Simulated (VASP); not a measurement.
Crystal: TeS2.

```
CELL_PARAMETERS angstrom
-3.57424 3.57424 2.97520
3.57424 -3.57424 2.97520
3.57424 3.57424 -2.97520
ATOMIC_POSITIONS crystal
Te 0.25000 0.25000 0.00000
Te 0.75000 0.75000 0.00000
S 0.66700 0.16700 0.83400
S 0.16700 0.33300 0.50000
S 0.33300 0.83300 0.16600
S 0.83300 0.66700 0.50000
```

* Program: VASP 6.6.1
* Task: relaxation of cell and atoms
* Functional: PBE
* Potentials or basis: VASP PAW PBE potentials, release 64 (Te, S)
* Cutoff: 600 eV
* k mesh: 4 × 4 × 4
* Occupations: gaussian, width 0.1 eV
* Spin: no spin polarisation

At the start: pressure -6.2 GPa; volume 25.34 Å³/atom.

Question: How do energy, volume and symmetry change on relaxing?

Answer: Over 23 steps the energy falls by 389.2 meV/atom and the volume is 21.93 Å³/atom (-13.4 %); space group I4/mcm (No. 140, to 0.1 Å) before and after.

The path:
| step | energy change (eV) | largest force (eV/Å) | pressure (GPa) | volume (Å³) |
| --- | --- | --- | --- | --- |
| 1 | 0.0000 | 0.0320 | -6.19 | 152.03 |
| 2 | -1.6124 | 0.1819 | -0.80 | 130.91 |
| 3 | -1.9148 | 0.1791 | 4.42 | 121.52 |
| 4 | -1.9160 | 0.1793 | 5.45 | 120.13 |
| 5 | -2.2278 | 0.0654 | 2.47 | 125.28 |
| 6 | -2.2301 | 0.0632 | 2.64 | 124.90 |
| 7 | -2.2588 | 0.0806 | -1.19 | 131.35 |
| 8 | -2.2683 | 0.0753 | 0.01 | 129.14 |
| 9 | -2.2683 | 0.0751 | -0.04 | 129.22 |
| 10 | -2.2696 | 0.0854 | -0.06 | 129.27 |
| 11 | -2.2741 | 0.1145 | -0.10 | 129.43 |
| 12 | -2.2860 | 0.1526 | -0.16 | 129.75 |
| 13 | -2.3111 | 0.1379 | -0.22 | 130.38 |
| 14 | -2.3117 | 0.0182 | -0.06 | 131.62 |
| 15 | -2.3216 | 0.0630 | -0.19 | 131.00 |
| 16 | -2.3222 | 0.0597 | -0.17 | 131.01 |
| 17 | -2.3239 | 0.0481 | -0.13 | 131.03 |
| 18 | -2.3265 | 0.0234 | -0.05 | 131.09 |
| 19 | -2.3280 | 0.0240 | 0.13 | 131.19 |
| 20 | -2.3303 | 0.0223 | 0.08 | 131.26 |
| 21 | -2.3346 | 0.0166 | -0.06 | 131.46 |
| 22 | -2.3319 | 0.0083 | -0.31 | 131.85 |
| 23 | -2.3353 | 0.0129 | -0.15 | 131.59 |

Final structure:
```
Te S
1.0
    -3.10620    3.10620    3.40969
     3.10620   -3.10620    3.40969
     3.10620    3.10620   -3.40969
Te S
2 4
Direct
  0.25000 0.25000 0.00000
  0.75000 0.75000 0.00000
  0.68559 0.18559 0.87118
  0.18559 0.31441 0.50000
  0.31441 0.81441 0.12882
  0.81441 0.68559 0.50000
```
